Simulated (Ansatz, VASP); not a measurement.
# NbSb in VASP and in Ansatz

```xyz
4
Lattice="3.1430 0.0000 0.0000 -1.5715 2.7219 0.0000 0.0000 0.0000 36.8600" Properties=species:S:1:pos:R:3 pbc="T T T"
Nb    0.0000    1.8146    9.2973
Nb    1.5715    0.9073   11.7027
Sb    1.5715    0.9073    6.9328
Sb    0.0000    1.8146   14.0672
```

Change from the starting cell: species swapped into a sheet of the YI type.

Alike in both runs: functional PBE; k mesh 18 × 18 × 1; occupations gaussian, width 0.1 eV; no spin polarisation.

Ansatz relaxed the structure, and its values are those at the end. VASP's run is a single point on that final structure, the one shown.

|  | VASP | Ansatz |
| --- | --- | --- |
| version | VASP 6.6.1 | Ansatz 0.2.0 |
| potentials or method | VASP PAW PBE potentials, release 64 (Nb_sv, Sb), cutoff 520 eV | scalar-relativistic, plane waves, PAW |
| valence electrons in the cell | 36 | 56 |

Ansatz gave:

```
gap on the k mesh at the Fermi level (eV) : none
rms of the force components (eV/Å)        : 0.001
```

Problem. What did VASP give for the same quantities?

Solution. gap on the k mesh at the Fermi level (eV): none; rms of the force components (eV/Å): 0.006.

A gap of «none» marks a metal or a gap that the smearing closes. The functional is the same, so the differences come from potentials, cutoffs and numerics. VASP's potentials hold 36 valence electrons a cell and Ansatz's 56, so a difference there can come from the potentials and not from the codes.

Neither program's run includes spin-orbit coupling.
